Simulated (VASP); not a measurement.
# ScSi2 (Fm-3m) in VASP: further runs

The runs below take ScSi2 through single point, relaxation of cell and atoms, with PBE.

All numbers are computed with VASP 6.6.1; they aren't measurements. Logs are shortened: lines on timing, memory, paths and dates and some standing lists are left out, and cuts for length are marked.

## Step 1: The cell of the first run

It takes space group Fm-3m (No. 225, cubic). The conventional cell has a = 6.224 Å, b = 6.224 Å, c = 6.224 Å, α = 90.00°, β = 90.00°, γ = 90.00°. Sc (site symmetry m-3m) has 8 Si at 2.69 Å within 3.6 Å. Within 3.6 Å of Si (site symmetry -43m) lie 4 Sc at 2.69 Å and 6 Si at 3.11 Å.

## Step 2: Single point, PBE

Input file INCAR:

```
SYSTEM = ScSi2
PREC = Accurate
ENCUT = 500
EDIFF = 1E-6
ISMEAR = 0
SIGMA = 0.05
LREAL = .FALSE.
LASPH = .TRUE.
NELM = 120
ALGO = Normal
ISIF = 2
LWAVE = .FALSE.
LCHARG = .FALSE.
GGA = PE
NBANDS = 16
GGA_COMPAT = .FALSE.
```

Input file KPOINTS:

```
regular mesh
0
G
  6 6 6
  0 0 0
```

Input file POSCAR:

```
ScSi2
1.0
    0.0000000000      3.1118154056      3.1118154056
    3.1118154056      0.0000000000      3.1118154056
    3.1118154056      3.1118154056      0.0000000000
Sc Si
1 2
Direct
    0.0000000000      0.0000000000      0.0000000000
    0.2500000000      0.2500000000      0.2500000000
    0.7500000000      0.7500000000      0.7500000000
```

Potentials or basis: VASP PAW PBE potentials, release 64 (Sc_sv, Si).

Started as:

```sh
cat potpaw_PBE.64/Sc_sv/POTCAR potpaw_PBE.64/Si/POTCAR > POTCAR
mpirun -np 1 vasp_std > vasp.out
```

OUTCAR:

```text
SYSTEM = ScSi2
   PREC = Accurate
   ENCUT = 500
   EDIFF = 1E-6
   ISMEAR = 0
   LREAL = .FALSE.
   LASPH = .TRUE.
   NELM = 120
   ISIF = 2
   GGA = PE

 ion  position               nearest neighbor table
   1  0.000  0.000  0.000-   3 2.69   3 2.69   3 2.69   2 2.69   3 2.69   2 2.69   2 2.69   2 2.69

   2  0.250  0.250  0.250-   1 2.69   1 2.69   1 2.69   1 2.69   3 3.11   3 3.11   3 3.11   3 3.11
                             3 3.11   3 3.11
   3  0.750  0.750  0.750-   1 2.69   1 2.69   1 2.69   1 2.69   2 3.11   2 3.11   2 3.11   2 3.11
                             2 3.11   2 3.11

  LATTYP: Found a face centered cubic cell.
 ALAT       =     6.2236308112

  Lattice vectors:

 A1 = (   0.0000000000,   3.1118154056,   3.1118154056)
 A2 = (   3.1118154056,   0.0000000000,   3.1118154056)
 A3 = (   3.1118154056,   3.1118154056,   0.0000000000)

Analysis of symmetry for initial positions (statically):
=====================================================================
 Subroutine PRICEL returns:
 Original cell was already a primitive cell.

 Routine SETGRP: Setting up the symmetry group for a
 face centered cubic supercell.

 Subroutine GETGRP returns: Found 48 space group operations
 (whereof 48 operations were pure point group operations)
 out of a pool of 48 trial point group operations.

The static configuration has the point symmetry O_h .

Analysis of symmetry for dynamics (positions and initial velocities):
=====================================================================
 Subroutine PRICEL returns:
 Original cell was already a primitive cell.

 Routine SETGRP: Setting up the symmetry group for a
 face centered cubic supercell.

 Subroutine GETGRP returns: Found 48 space group operations
 (whereof 48 operations were pure point group operations)
 out of a pool of 48 trial point group operations.

The dynamic configuration has the point symmetry O_h .

 Subroutine INISYM returns: Found 48 space group operations
 (whereof 48 operations are pure point group operations),
 and found     1 'primitive' translations

----------------------------------------------------------------------------------------

                                     Primitive cell

  volume of cell :      60.2659

  direct lattice vectors                    reciprocal lattice vectors
     0.000000000  3.111815406  3.111815406    -0.160677911  0.160677911  0.160677911
     3.111815406  0.000000000  3.111815406     0.160677911 -0.160677911  0.160677911
     3.111815406  3.111815406  0.000000000     0.160677911  0.160677911 -0.160677911

  length of vectors
     4.400771550  4.400771550  4.400771550     0.278302306  0.278302306  0.278302306

  position of ions in fractional coordinates (direct lattice)
     0.000000000  0.000000000  0.000000000
     0.250000000  0.250000000  0.250000000
     0.750000000  0.750000000  0.750000000

  ion indices of the primitive-cell ions
   primitive index   ion index
                 1           1
                 2           2
                 3           3

----------------------------------------------------------------------------------------

 KPOINTS: regular mesh

Automatic generation of k-mesh.
 Grid dimensions read from file:
 generate k-points for:    6    6    6

 Generating k-lattice:

  Cartesian coordinates                     Fractional coordinates (reciprocal lattice)
    -0.026779652  0.026779652  0.026779652     0.166666667  0.000000000  0.000000000
     0.026779652 -0.026779652  0.026779652     0.000000000  0.166666667  0.000000000
     0.026779652  0.026779652 -0.026779652     0.000000000  0.000000000  0.166666667

  Length of vectors
     0.046383718  0.046383718  0.046383718

  Shift w.r.t. Gamma in fractional coordinates (k-lattice)
     0.000000000  0.000000000  0.000000000

 Subroutine IBZKPT returns following result:
 ===========================================

 Found     16 irreducible k-points:

 Following reciprocal coordinates:
            Coordinates               Weight
  0.000000  0.000000  0.000000      1.000000
  0.166667  0.000000  0.000000      8.000000
  0.333333  0.000000  0.000000      8.000000
  0.500000  0.000000  0.000000      4.000000
  0.166667  0.166667  0.000000      6.000000
  0.333333  0.166667  0.000000     24.000000
[... 8 lines left out ...]
 -0.333333  0.333333  0.166667     24.000000
 -0.333333  0.500000  0.166667     12.000000
   k-points           NKPTS =     16   k-points in BZ     NKDIM =     16   number of bands    NBANDS=     16
   number of dos      NEDOS =    301   number of ions     NIONS =      3
   total plane-waves  NPLWV =  32768
   dimension x,y,z NGX =    32 NGY =   32 NGZ =   32
   dimension x,y,z NGXF=    64 NGYF=   64 NGZF=   64
   ions per type =               1   2
   NGX,Y,Z   is equivalent  to a cutoff of  12.09, 12.09, 12.09 a.u.
   NGXF,Y,Z  is equivalent  to a cutoff of  24.18, 24.18, 24.18 a.u.
 SYSTEM =  ScSi2
   PREC   = accura    normal or accurate (medium, high low for compatibility)
   ISTART =      0    job   : 0-new  1-cont  2-samecut
   ICHARG =      2    charge: 1-file 2-atom 10-const
   ISPIN  =      1    spin polarized calculation?
   LNONCOLLINEAR =      F non collinear calculations
   LSORBIT =      F    spin-orbit coupling
   LASPH  =      T    aspherical Exc in radial PAW
   ENCUT  =  500.0 eV  36.75 Ry    6.06 a.u.   8.02  8.02  8.02*2*pi/ulx,y,z
   NELM   =    120;   NELMIN=  2; NELMDL= -5     # of ELM steps
   EDIFF  = 0.1E-05   stopping-criterion for ELM
   LREAL  =      F    real-space projection
   EDIFFG = 0.1E-04   stopping-criterion for IOM
   NSW    =      0    number of steps for IOM
   IBRION =     -1    ionic relax: 0-MD 1-quasi-New 2-CG
   NFREE  =      0    steps in history (QN), initial steepest desc. (CG)
   ISIF   =      2    stress and relaxation
   ISYM   =      2    0-nonsym 1-usesym 2-fastsym
   POTIM  = 0.5000    time-step for ionic-motion
   TEBEG  =    0.0;   TEEND  =   0.0 temperature during run
   PSTRESS=    0.0 pullay stress
   NELECT =      19.0000    total number of electrons
   NUPDOWN=      -1.0000    fix difference up-down
   EMIN   =  10.00;   EMAX   =-10.00  energy-range for DOS
   EFERMI =   0.00;   METHOD = LEGACY
   ISMEAR =     0;   SIGMA  =   0.05  broadening in eV -4-tet -1-fermi 0-gaus
   EFERMI_NEDOS =   21; number of points for ismear=-14 and -15
   IALGO  =     38    algorithm
   IMIX   =      4    mixing-type and parameters
     AMIX     =   0.40;   BMIX     =  1.00
     AMIX_MAG =   1.60;   BMIX_MAG =  1.00
  volume/ion in A,a.u.               =      20.09       135.56
  Fermi-wavevector in a.u.,A,eV,Ry     =   1.114215  2.105560 16.891284  1.241474
  Thomas-Fermi vector in A             =   2.250807
   LORBIT       =      0    0 simple, 1 ext, 2 COOP (PROOUT), +10 PAW based schemes
   GGA     = PE    functional components
   LHFCALC =     F    Hartree Fock is set to
   AEXX    =    0.0000 exact exchange contribution
   IVDW    =     0    specifies the selected vdW correction
   LEPSILON=     F    determine dielectric tensor
   LRPA    =     F    only Hartree local field effects (RPA)
 non-spin polarized calculation
 Gauss-broadening in eV      SIGMA  =   0.05
  energy-cutoff  :      500.00
  volume of cell :       60.27
 maximum number of plane-waves:      1544
   NGX = 17   NGY = 17   NGZ = 17

 number of electron      19.0000005 magnetization

 Free energy of the ion-electron system (eV)
  ---------------------------------------------------
  ext. energy  EPLUGINS =         0.00000000
  ---------------------------------------------------
  free energy    TOTEN  =       -16.77947202 eV

  energy without entropy =      -16.77584476  energy(sigma->0) =      -16.77765839

 E-fermi :   5.6617     XC(G=0):  -9.9599

 val. band max:        5.6096751778   @ k =   0.5000   0.3333   0.1667
 cond. band min:       5.6986026973   @ k =   0.3333   0.0000   0.0000
 fundamental gap:      0.0889275195
 Fermi energy:         5.6616956827

 k-point     1 :       0.0000    0.0000    0.0000
  band No.  band energies     occupation
      1     -43.5648      2.00000
      2     -22.2657      2.00000
      3     -22.2657      2.00000
      4     -22.2657      2.00000
      5      -4.7102      2.00000
      6       2.5005      2.00000
[... 8 lines left out ...]
     15      10.0226      0.00000
     16      10.0226      0.00000

 k-point     2 :       0.1667    0.0000    0.0000
  band No.  band energies     occupation
      1     -43.5645      2.00000
      2     -22.2736      2.00000
      3     -22.2669      2.00000
      4     -22.2669      2.00000
      5      -4.4030      2.00000
      6       0.8728      2.00000
[... 8 lines left out ...]
     15       9.1242      0.00000
     16      10.3017      0.00000

 k-point     3 :       0.3333    0.0000    0.0000
  band No.  band energies     occupation
      1     -43.5638      2.00000
      2     -22.2892      2.00000
      3     -22.2692      2.00000
      4     -22.2692      2.00000
      5      -3.5427      2.00000
      6      -0.7363      2.00000
[... 8 lines left out ...]
     15       9.3137      0.00000
     16      11.0260      0.00000

 k-point     4 :       0.5000    0.0000    0.0000
  band No.  band energies     occupation
      1     -43.5635      2.00000
      2     -22.2969      2.00000
      3     -22.2704      2.00000
      4     -22.2704      2.00000
      5      -2.5090      2.00000
      6      -1.9779      2.00000
[... 8 lines left out ...]
     15      10.1978      0.00000
     16      11.2373      0.00000

 k-point     5 :       0.1667    0.1667    0.0000
  band No.  band energies     occupation
      1     -43.5644      2.00000
      2     -22.2737      2.00000
      3     -22.2685      2.00000
      4     -22.2685      2.00000
      5      -4.3006      2.00000
      6       0.7919      2.00000
[... 8 lines left out ...]
     15       9.9430      0.00000
     16       9.9430      0.00000

 k-point     6 :       0.3333    0.1667    0.0000
  band No.  band energies     occupation
      1     -43.5638      2.00000
      2     -22.2851      2.00000
      3     -22.2714      2.00000
      4     -22.2711      2.00000
      5      -3.6261      2.00000
      6      -0.3063      2.00000
[... 8 lines left out ...]
     15       9.6613      0.00000
     16      10.7068      0.00000

 k-point     7 :       0.5000    0.1667    0.0000
  band No.  band energies     occupation
      1     -43.5633      2.00000
      2     -22.2939      2.00000
      3     -22.2751      2.00000
      4     -22.2720      2.00000
      5      -2.5493      2.00000
      6      -1.5877      2.00000
[... 8 lines left out ...]
     15      10.4181      0.00000
     16      11.0606      0.00000

 k-point     8 :      -0.3333    0.1667    0.0000
  band No.  band energies     occupation
      1     -43.5634      2.00000
      2     -22.2913      2.00000
      3     -22.2760      2.00000
      4     -22.2704      2.00000
      5      -2.9309      2.00000
      6      -1.2037      2.00000
[... 8 lines left out ...]
     15       9.8105      0.00000
     16      11.0304      0.00000

 k-point     9 :      -0.1667    0.1667    0.0000
  band No.  band energies     occupation
      1     -43.5640      2.00000
      2     -22.2812      2.00000
      3     -22.2719      2.00000
      4     -22.2679      2.00000
      5      -3.9108      2.00000
      6      -0.0181      2.00000
[... 8 lines left out ...]
     15       9.3103      0.00000
     16      10.4554      0.00000

 k-point    10 :       0.3333    0.3333    0.0000
  band No.  band energies     occupation
      1     -43.5635      2.00000
      2     -22.2893      2.00000
      3     -22.2742      2.00000
      4     -22.2742      2.00000
      5      -3.1748      2.00000
      6      -0.3786      2.00000
[... 8 lines left out ...]
     15      10.8246      0.00000
     16      11.2400      0.00000

 k-point    11 :       0.5000    0.3333    0.0000
  band No.  band energies     occupation
      1     -43.5631      2.00000
      2     -22.2933      2.00000
      3     -22.2790      2.00000
      4     -22.2753      2.00000
      5      -2.3650      2.00000
      6      -1.0027      2.00000
[... 8 lines left out ...]
     15      10.8455      0.00000
     16      11.2675      0.00000

 k-point    12 :      -0.3333    0.3333    0.0000
  band No.  band energies     occupation
      1     -43.5631      2.00000
      2     -22.2875      2.00000
      3     -22.2867      2.00000
      4     -22.2734      2.00000
      5      -1.9636      2.00000
      6      -1.6402      2.00000
[... 8 lines left out ...]
     15       9.7983      0.00000
     16      10.9066      0.00000

 k-point    13 :       0.5000    0.5000    0.0000
  band No.  band energies     occupation
      1     -43.5630      2.00000
      2     -22.2970      2.00000
      3     -22.2769      2.00000
      4     -22.2769      2.00000
      5      -2.1607      2.00000
      6      -0.7737      2.00000
[... 8 lines left out ...]
     15      11.2614      0.00000
     16      11.5220      0.00000

 k-point    14 :       0.5000    0.3333    0.1667
  band No.  band energies     occupation
      1     -43.5633      2.00000
      2     -22.2895      2.00000
      3     -22.2786      2.00000
      4     -22.2729      2.00000
      5      -2.8446      2.00000
      6      -0.9266      2.00000
[... 8 lines left out ...]
     15       9.9002      0.00000
     16      11.0613      0.00000

 k-point    15 :      -0.3333    0.3333    0.1667
  band No.  band energies     occupation
      1     -43.5631      2.00000
      2     -22.2903      2.00000
      3     -22.2829      2.00000
      4     -22.2745      2.00000
      5      -1.9027      2.00000
      6      -1.7223      2.00000
[... 8 lines left out ...]
     15      10.2523      0.00000
     16      10.9262      0.00000

 k-point    16 :      -0.3333    0.5000    0.1667
  band No.  band energies     occupation
      1     -43.5630      2.00000
      2     -22.2920      2.00000
      3     -22.2820      2.00000
      4     -22.2770      2.00000
      5      -1.9099      2.00000
      6      -1.2557      2.00000
[... 8 lines left out ...]
     15      10.5316      0.00000
     16      10.9854      0.00000

------------------------ aborting loop because EDIFF is reached ----------------------------------------

  FORCE on cell =-STRESS in cart. coord.  units (eV):
  Direction    XX          YY          ZZ          XY          YZ          ZX
  --------------------------------------------------------------------------------------
  -------------------------------------------------------------------------------------
  Total        0.0405583      0.0405583      0.0405583      0.0000000      0.0000000     -0.0000000
  in kB        1.0782491      1.0782491      1.0782491      0.0000000      0.0000000     -0.0000000
  external PRESSURE =       1.0782491 kB  Pullay stress =       0.0000000 kB

 VOLUME and BASIS-vectors are now :
 -----------------------------------------------------------------------------
  energy-cutoff  :      500.00
  volume of cell :       60.27
      direct lattice vectors                 reciprocal lattice vectors
     0.000000000  3.111815406  3.111815406    -0.160677911  0.160677911  0.160677911
     3.111815406  0.000000000  3.111815406     0.160677911 -0.160677911  0.160677911
     3.111815406  3.111815406  0.000000000     0.160677911  0.160677911 -0.160677911

 POSITION                                       TOTAL-FORCE (eV/Angst)
 -----------------------------------------------------------------------------------
      0.00000      0.00000      0.00000        -0.000000     -0.000000     -0.000000
      1.55591      1.55591      1.55591         0.000000      0.000000      0.000000
      4.66772      4.66772      4.66772        -0.000000     -0.000000     -0.000000
 -----------------------------------------------------------------------------------
    total drift:                                0.000000     -0.000000      0.000000

  FREE ENERGIE OF THE ION-ELECTRON SYSTEM (eV)
  ---------------------------------------------------
  free  energy   TOTEN  =       -16.7794720152 eV

  energy  without entropy=      -16.7758447594  energy(sigma->0) =      -16.77765839
```

It took 7.9 s on 1 thread of Intel Xeon 6975P-C (Granite Rapids), shared host; peak memory 0.17 GiB.

Results:

| Item | Value |
| --- | --- |
| Free energy | -16.7795 eV |
| Pressure | 0.1 GPa |
| Band gap on the k mesh | zero (an odd number of electrons rules out a gap without spin polarisation) |

(Continued in part 2 of 2.)
